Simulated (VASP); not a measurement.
Runs of VASP 6.6.1 on GaAs. The structure is that of space group F-43m (No. 216), or close to it. The cells are those of the table. 

```csv
cell,gap on the mesh (eV),pressure (GPa)
"a = 3.964 Å, angles 60.0°, 2 atoms",0.51,0.2
"a = 3.860 Å, angles 60.0°, 2 atoms",1.13,(b)
"a = 3.998 Å, angles 60.0°, 2 atoms",(c),-1.6
"a = 3.930 Å, angles 60.0°, 2 atoms",0.72,2.3
"a = 3.895 Å, angles 60.0°, 2 atoms",(a),4.7
```

Alike in all rows: task single point; level LDA; potentials or basis VASP PAW LDA potentials, release 64 (Ga_d, As); no spin polarisation; k mesh 5 × 5 × 5; cutoff (eV) 500; smearing gaussian 0.01 eV.

**Question.** Estimate the missing entries.

**Answer.** (a) 0.92; (b) 7.5; (c) 0.32.

A k mesh can miss the band edges, and the runs leave out spin-orbit coupling on As, Ga.
